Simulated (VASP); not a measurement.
# BN (Fm-3m) in VASP: G0W0 quasiparticle levels with PBE0

Aim: the G0W0 quasiparticle levels of BN with PBE0.

All numbers are computed with VASP 6.6.1; they aren't measurements. Logs are shortened: lines on timing, memory, paths and dates and some standing lists are left out, and cuts for length are marked.

### 1 The cell of the first run

The structure is cubic, space group Fm-3m (No. 225). The conventional cell has a = 3.492 Å, b = 3.492 Å, c = 3.492 Å, α = 90.00°, β = 90.00°, γ = 90.00°. Within 2.3 Å of B (site symmetry m-3m) lie 6 N at 1.75 Å. N (site symmetry m-3m) has 6 B at 1.75 Å within 2.3 Å.

### 2 G0W0 quasiparticle levels, PBE0

The input, POSCAR:

```
BN
1.0
    0.0000000000      1.7458259400      1.7458259400
    1.7458259400      0.0000000000      1.7458259400
    1.7458259400      1.7458259400      0.0000000000
B N
1 1
Direct
    0.0000000000      0.0000000000      0.0000000000
    0.5000000000      0.5000000000      0.5000000000
```

The input, INCAR.step1:

```
SYSTEM = BN
PREC = Accurate
ENCUT = 500
EDIFF = 1E-5
ISMEAR = 0
SIGMA = 0.02
LREAL = .FALSE.
LASPH = .TRUE.
NELM = 80
ALGO = Normal
ISIF = 2
LWAVE = .TRUE.
LCHARG = .FALSE.
GGA = PE
```

The input, INCAR.step2:

```
SYSTEM = BN
PREC = Accurate
ENCUT = 500
EDIFF = 1E-8
ISMEAR = 0
SIGMA = 0.01
LREAL = .FALSE.
LASPH = .TRUE.
NELM = 80
ALGO = Normal
LWAVE = .TRUE.
LCHARG = .FALSE.
GGA = PE
LHFCALC = .TRUE.
AEXX = 0.25
PRECFOCK = Fast
ISTART = 1
```

The input, INCAR.step3:

```
SYSTEM = BN
PREC = Accurate
ENCUT = 500
EDIFF = 1E-8
ISMEAR = 0
SIGMA = 0.01
LREAL = .FALSE.
LASPH = .TRUE.
NELM = 1
ALGO = Exact
LWAVE = .TRUE.
LCHARG = .FALSE.
GGA = PE
LHFCALC = .TRUE.
AEXX = 0.25
PRECFOCK = Fast
ISTART = 1
NBANDS = 62
LOPTICS = .TRUE.
```

The input, INCAR.step4:

```
SYSTEM = BN
PREC = Accurate
ENCUT = 500
EDIFF = 1E-8
ISMEAR = 0
SIGMA = 0.01
LREAL = .FALSE.
LASPH = .TRUE.
ALGO = EVGW0
LWAVE = .FALSE.
LCHARG = .FALSE.
GGA = PE
LHFCALC = .TRUE.
AEXX = 0.25
PRECFOCK = Fast
ISTART = 1
NELMGW = 1
NBANDS = 62
ENCUTGW = 180.0
NOMEGA = 48
NBANDSGW = 12
```

The input, KPOINTS:

```
Automatic mesh
0
G
  8 8 8
  0 0 0
```

Potentials or basis: VASP PAW PBE potentials, release 64 (B_GW, N_GW).

Started as:

```sh
$ cat potpaw_PBE.64/B_GW/POTCAR potpaw_PBE.64/N_GW/POTCAR > POTCAR
$ cp INCAR.step1 INCAR
$ mpirun -np 1 vasp_std > vasp.out
$ cp INCAR.step2 INCAR
$ mpirun -np 1 vasp_std > vasp.out
$ cp INCAR.step3 INCAR
$ mpirun -np 1 vasp_std > vasp.out
$ cp INCAR.step4 INCAR
$ mpirun -np 1 vasp_std > vasp.out
```

OUTCAR:

```text
SYSTEM = BN
   PREC = Accurate
   ENCUT = 500
   EDIFF = 1E-8
   ISMEAR = 0
   LREAL = .FALSE.
   LASPH = .TRUE.
   GGA = PE
   LHFCALC = .TRUE.
   AEXX = 0.25
   PRECFOCK = Fast
   ISTART = 1
   NELMGW = 1
   ENCUTGW = 180.0

 ion  position               nearest neighbor table
   1  0.000  0.000  0.000-   2 1.75   2 1.75   2 1.75   2 1.75   2 1.75   2 1.75
   2  0.500  0.500  0.500-   1 1.75   1 1.75   1 1.75   1 1.75   1 1.75   1 1.75

  LATTYP: Found a face centered cubic cell.
 ALAT       =     3.4916518800

  Lattice vectors:

 A1 = (   0.0000000000,   1.7458259400,   1.7458259400)
 A2 = (   1.7458259400,   0.0000000000,   1.7458259400)
 A3 = (   1.7458259400,   1.7458259400,   0.0000000000)

Analysis of symmetry for initial positions (statically):
=====================================================================
 Subroutine PRICEL returns:
 Original cell was already a primitive cell.

 Routine SETGRP: Setting up the symmetry group for a
 face centered cubic supercell.

 Subroutine GETGRP returns: Found 48 space group operations
 (whereof 48 operations were pure point group operations)
 out of a pool of 48 trial point group operations.

The static configuration has the point symmetry O_h .

Analysis of symmetry for dynamics (positions and initial velocities):
=====================================================================
 Subroutine PRICEL returns:
 Original cell was already a primitive cell.

 Routine SETGRP: Setting up the symmetry group for a
 face centered cubic supercell.

 Subroutine GETGRP returns: Found 48 space group operations
 (whereof 48 operations were pure point group operations)
 out of a pool of 48 trial point group operations.

The dynamic configuration has the point symmetry O_h .

 Subroutine INISYM returns: Found 48 space group operations
 (whereof 48 operations are pure point group operations),
 and found     1 'primitive' translations

----------------------------------------------------------------------------------------

                                     Primitive cell

  volume of cell :      10.6422

  direct lattice vectors                    reciprocal lattice vectors
     0.000000000  1.745825940  1.745825940    -0.286397394  0.286397394  0.286397394
     1.745825940  0.000000000  1.745825940     0.286397394 -0.286397394  0.286397394
     1.745825940  1.745825940  0.000000000     0.286397394  0.286397394 -0.286397394

  length of vectors
     2.468970722  2.468970722  2.468970722     0.496054838  0.496054838  0.496054838

  position of ions in fractional coordinates (direct lattice)
     0.000000000  0.000000000  0.000000000
     0.500000000  0.500000000  0.500000000

  ion indices of the primitive-cell ions
   primitive index   ion index
                 1           1
                 2           2

----------------------------------------------------------------------------------------

 KPOINTS: Automatic mesh

Automatic generation of k-mesh.
 Grid dimensions read from file:
 generate k-points for:    8    8    8

 Generating k-lattice:

  Cartesian coordinates                     Fractional coordinates (reciprocal lattice)
    -0.035799674  0.035799674  0.035799674     0.125000000  0.000000000  0.000000000
     0.035799674 -0.035799674  0.035799674     0.000000000  0.125000000  0.000000000
     0.035799674  0.035799674 -0.035799674     0.000000000  0.000000000  0.125000000

  Length of vectors
     0.062006855  0.062006855  0.062006855

  Shift w.r.t. Gamma in fractional coordinates (k-lattice)
     0.000000000  0.000000000  0.000000000

 Subroutine IBZKPT returns following result:
 ===========================================

 Found     29 irreducible k-points:

 Following reciprocal coordinates:
            Coordinates               Weight
  0.000000  0.000000  0.000000      1.000000
  0.125000  0.000000  0.000000      8.000000
  0.250000  0.000000  0.000000      8.000000
  0.375000  0.000000  0.000000      8.000000
  0.500000  0.000000  0.000000      4.000000
  0.125000  0.125000  0.000000      6.000000
[... 16 lines left out ...]
  0.500000  0.250000  0.125000     48.000000
 -0.375000  0.250000  0.125000     24.000000
 [... further k-points ...]
   k-points           NKPTS =     29   k-points in BZ     NKDIM =    512   number of bands    NBANDS=     62
   number of dos      NEDOS =    301   number of ions     NIONS =      2
   total plane-waves  NPLWV =   5832
   dimension x,y,z NGX =    18 NGY =   18 NGZ =   18
   dimension x,y,z NGXF=    36 NGYF=   36 NGZF=   36
   ions per type =               1   1
   NGX,Y,Z   is equivalent  to a cutoff of  12.12, 12.12, 12.12 a.u.
   NGXF,Y,Z  is equivalent  to a cutoff of  24.24, 24.24, 24.24 a.u.
 SYSTEM =  BN
   PREC   = accura    normal or accurate (medium, high low for compatibility)
   ISTART =      1    job   : 0-new  1-cont  2-samecut
   ICHARG =      0    charge: 1-file 2-atom 10-const
   ISPIN  =      1    spin polarized calculation?
   LNONCOLLINEAR =      F non collinear calculations
   LSORBIT =      F    spin-orbit coupling
   LASPH  =      T    aspherical Exc in radial PAW
   ENCUT  =  500.0 eV  36.75 Ry    6.06 a.u.   4.50  4.50  4.50*2*pi/ulx,y,z
   NELM   =     60;   NELMIN=  2; NELMDL=  0     # of ELM steps
   EDIFF  = 0.1E-07   stopping-criterion for ELM
   LREAL  =      F    real-space projection
   EDIFFG = 0.1E-06   stopping-criterion for IOM
   NSW    =      0    number of steps for IOM
   IBRION =     -1    ionic relax: 0-MD 1-quasi-New 2-CG
   NFREE  =      0    steps in history (QN), initial steepest desc. (CG)
   ISIF   =      0    stress and relaxation
   ISYM   =      3    0-nonsym 1-usesym 2-fastsym
   POTIM  = 0.5000    time-step for ionic-motion
   TEBEG  =    0.0;   TEEND  =   0.0 temperature during run
   PSTRESS=    0.0 pullay stress
   NELECT =       8.0000    total number of electrons
   NUPDOWN=      -1.0000    fix difference up-down
   EMIN   =  10.00;   EMAX   =-10.00  energy-range for DOS
   EFERMI =   0.00;   METHOD = LEGACY
   ISMEAR =     0;   SIGMA  =   0.01  broadening in eV -4-tet -1-fermi 0-gaus
   EFERMI_NEDOS =   21; number of points for ismear=-14 and -15
   IALGO  =     38    algorithm
   IMIX   =      1    mixing-type and parameters
     AMIX     =   0.40;   BMIX     =  1.00
     AMIX_MAG =   1.60;   BMIX_MAG =  1.00
  volume/ion in A,a.u.               =       5.32        35.91
  Fermi-wavevector in a.u.,A,eV,Ry     =   1.488540  2.812933 30.147133  2.215752
  Thomas-Fermi vector in A             =   2.601562
   LORBIT       =      0    0 simple, 1 ext, 2 COOP (PROOUT), +10 PAW based schemes
   GGA     = PE    functional components
   LHFCALC =     T    Hartree Fock is set to
   PRECFOCK=fast      Normal, Fast or Accurate (Low or Medium for compatibility)
   ENCUT4O =  -1.0   cutoff for four orbital integrals eV
   NKREDX  =     1    reduce k-point grid by
   NKREDY  =     1    reduce k-point grid by
   NKREDZ  =     1    reduce k-point grid by
   AEXX    =    1.0000 exact exchange contribution
   HFSCREEN=    0.0000 screening length (either q_TF or 0.3 A-1)
   HFSCREENC=   0.0000 screening length for correlation (either q_TF or 0.3 A-1)
   ENCUTFOCK=  -1.0 apply spherical cutoff to Coloumb kernel
   IVDW    =     0    specifies the selected vdW correction
   LEPSILON=     F    determine dielectric tensor
   LRPA    =     F    only Hartree local field effects (RPA)
   LRPAFORCE           =     F    calculate RPA forces
   ENCUTGW             = 180.0    cutoff for response function in eV
   ENCUTGWSOFT         = 144.0    soft cutoff for Coulomb kernel in GW response function in eV
   ENCUTLF             =  -1.0    cutoff for local field effects
   NELMGW              =     1    number of iterations in solving QP/BSE equation
   NELMHF              =     1    number of iterations in the inner HF iteration
   NKREDLFX            =     1    NKREDLFY  =   1   NKREDLFZ  =   1
 non-spin polarized calculation
 Gauss-broadening in eV      SIGMA  =   0.01
  energy-cutoff  :      500.00
  volume of cell :       10.64
 maximum number of plane-waves:       290
 NGX is ok and might be reduce to    18
  NGX = 12; NGY = 12; NGZ = 12
 maximum number of plane-waves:        64

 QP shifts <psi_nk| G(iteration)W_0 |psi_nk>: iteration 1
 for sc-GW calculations column KS-energies equals QP-energies in previous step
 and V_xc(KS)=  KS-energies - (<T + V_ion + V_H > + <T+V_H+V_ion>^1  + <V_x>^1)

 k-point   1 :       0.0000    0.0000    0.0000
  band No.  KS-energies  QP-energies   sigma(KS)   V_xc(KS)     V^pw_x(r,r')   Z            occupation Imag(sigma)

      1     -15.2141     -14.5366     -17.7204     -18.5920     -26.5074       0.7773       2.0000       1.7729
      2       8.4369       8.8927     -18.2633     -18.8183     -21.0270       0.8214       2.0000       0.1035
      3       8.4369       8.8927     -18.2633     -18.8183     -21.0270       0.8214       2.0000       0.1035
      4       8.4369       8.8927     -18.2633     -18.8183     -21.0270       0.8214       2.0000       0.1035
      5      21.1387      20.9087     -15.7111     -15.4243      -9.4854       0.8016       0.0000      -0.1899
      6      24.3824      24.1052     -13.0819     -12.7294      -5.5047       0.7862       0.0000      -0.3433
      7      24.3824      24.1052     -13.0819     -12.7294      -5.5047       0.7862       0.0000      -0.3433
      8      24.3824      24.1052     -13.0819     -12.7294      -5.5047       0.7862       0.0000      -0.3433
      9      30.3254      30.0472     -12.0012     -11.6721      -5.9838       0.8453       0.0000      -0.2726
     10      30.3254      30.0472     -12.0012     -11.6721      -5.9838       0.8453       0.0000      -0.2726
     11      30.3254      30.0472     -12.0012     -11.6721      -5.9838       0.8453       0.0000      -0.2726
     12      36.0502      35.5644     -10.1789      -9.5929      -3.0097       0.8291       0.0000      -0.4579

 k-point   2 :       0.1250    0.0000    0.0000
  band No.  KS-energies  QP-energies   sigma(KS)   V_xc(KS)     V^pw_x(r,r')   Z            occupation Imag(sigma)
[... 353 lines left out ...]
      1      -8.4537      -7.7263     -18.5629     -19.4874     -26.1788       0.7868       2.0000       1.0743
      2      -3.2420      -2.7741     -16.3349     -16.9321     -21.6578       0.7836       2.0000       0.4364
      3       3.4255       3.8178     -17.3852     -17.8717     -20.9979       0.8064       2.0000       0.1610
      4       5.6722       6.0253     -17.1944     -17.6256     -20.0046       0.8188       2.0000       0.1121
      5      17.7357      17.6220     -14.2558     -14.1174      -9.0753       0.8213       0.0000      -0.1248
      6      18.4164      18.2934     -12.7959     -12.6466      -7.0502       0.8236       0.0000      -0.1407
      7      23.6832      23.6356     -14.8178     -14.7584      -8.2304       0.8008       0.0000      -0.2252
      8      27.2460      26.9846     -15.3800     -15.0426      -7.4174       0.7747       0.0000      -0.4724
      9      33.0332      32.5884     -11.7524     -11.2125      -4.4921       0.8238       0.0000      -0.5693
     10      34.9135      34.4182     -11.7411     -11.1363      -4.1414       0.8192       0.0000      -0.7261
     11      45.0065      44.4532     -12.0617     -11.4016      -3.9782       0.8382       0.0000      -1.3349
     12      46.6131      46.2484     -11.8673     -11.4333      -3.9937       0.8404       0.0000      -1.2745

 [... further k-points ...]
```

It took 23 min on 1 thread of Intel Xeon 6975P-C, shared host; peak memory 0.46 GiB.

What came out:

```
Band gap on the k mesh, mean-field level : 1.33 eV, indirect (least direct gap 5.84 eV)
Quasiparticle gap                        : 2.33 eV
Least direct quasiparticle gap           : 7.47 eV
```

Caveat: bands, screening cutoff and mesh are small and nothing is extrapolated, so the quasiparticle values aren't converged. A k mesh can miss the band edges.
